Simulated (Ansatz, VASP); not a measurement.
WS2 in VASP and in Ansatz

Contents of INCAR:

```
PREC     = Accurate       # precision mode
ENCUT    = 520            # plane-wave cutoff, eV
EDIFF    = 1E-6           # SCF threshold, eV
ISMEAR   = 0              # smearing method
SIGMA    = 0.05           # smearing width, eV
LREAL    = False          # projectors in reciprocal space
LASPH    = True           # aspherical terms in the spheres
NELM     = 60             # most SCF steps
ALGO     = Normal         # electronic algorithm
ISIF     = 2              # what is computed and relaxed
LWAVE    = False          # write WAVECAR
LCHARG   = True           # write CHGCAR
LDIPOL   = True         
IDIPOL   = 3            
DIPOL    = 0.5 0.5 0.389
GGA      = PE             # functional
IVDW     = 12             # dispersion correction
LELF     = True           # ELF
LVHAR    = True         
LVACPOTAV= True         
NBANDS   = 35             # bands
```

The input KPOINTS:

```
regular mesh
0
Gamma
  9 9 1
```

File POSCAR:

```
WS2
1.0
    3.1595457497      0.0000000000      0.0000000000
   -1.5797728749      2.7362468836      0.0000000000
    0.0000000000      0.0000000000     23.8042575719
S W
4 2
Direct
    0.3333333333      0.6666666667      0.1890418126
    0.3333333333      0.6666666667      0.3214605103
    0.8333333333      0.6666666667      0.4563103366
    0.8333333333      0.6666666667      0.5887290343
    0.6666666667      0.3333333333      0.2552511581
    0.5000000000      1.0000000000      0.5225196821
```

Input for Ansatz:

```yaml
crystal:
  lattice:
    - [3.1595457497, 0.0, 0.0]
    - [-1.5797728749, 2.7362468836, 0.0]
    - [0.0, 0.0, 23.8042575719]
  atoms:
    - { symbol: S, position: [0.3333333333, 0.6666666667, 0.1890418126] }
    - { symbol: W, position: [0.6666666667, 0.3333333333, 0.2552511581] }
    - { symbol: S, position: [0.3333333333, 0.6666666667, 0.3214605103] }
    - { symbol: S, position: [0.8333333333, 0.6666666667, 0.4563103366] }
    - { symbol: W, position: [0.5, 1.0, 0.5225196821] }
    - { symbol: S, position: [0.8333333333, 0.6666666667, 0.5887290343] }
basis:
  ecutwfc: 420
kpoints:
  mp_grid: { grid: [9, 9, 1] }
hamiltonian:
  xc: pbe
  pseudopotentials: { kind: paw, azcp: { folder: soft_1 } }
  dispersion: d3bj
scf:
  occupations: { method: gaussian, width: 0.05 }
output:
  forces: true
  eigenvalues: true
efield:
  axis: 3
  dipole_correction: true
  ramp_width: 0.04
```

Alike in both runs: task single point; functional PBE; dispersion D3(BJ); k mesh 9 × 9 × 1; occupations gaussian, width 0.05 eV; no spin polarisation.

```csv
,VASP,Ansatz
version,VASP 6.6.1,Ansatz 0.2.0
potentials or method,"VASP PAW PBE potentials, release 64 (S, W_sv), cutoff 520 eV","scalar-relativistic, plane waves, PAW"
valence electrons in the cell,52,52
```

```tsv
	VASP	Ansatz	Ansatz less VASP
gap on the k mesh at the Fermi level (eV)	1.63	1.62	-0.010
least direct gap on the mesh (eV)	1.90	1.90	-0.003
rms of the force components (eV/Å)	0.017	0.017	+0.0003
```

Neither program's run includes spin-orbit coupling.
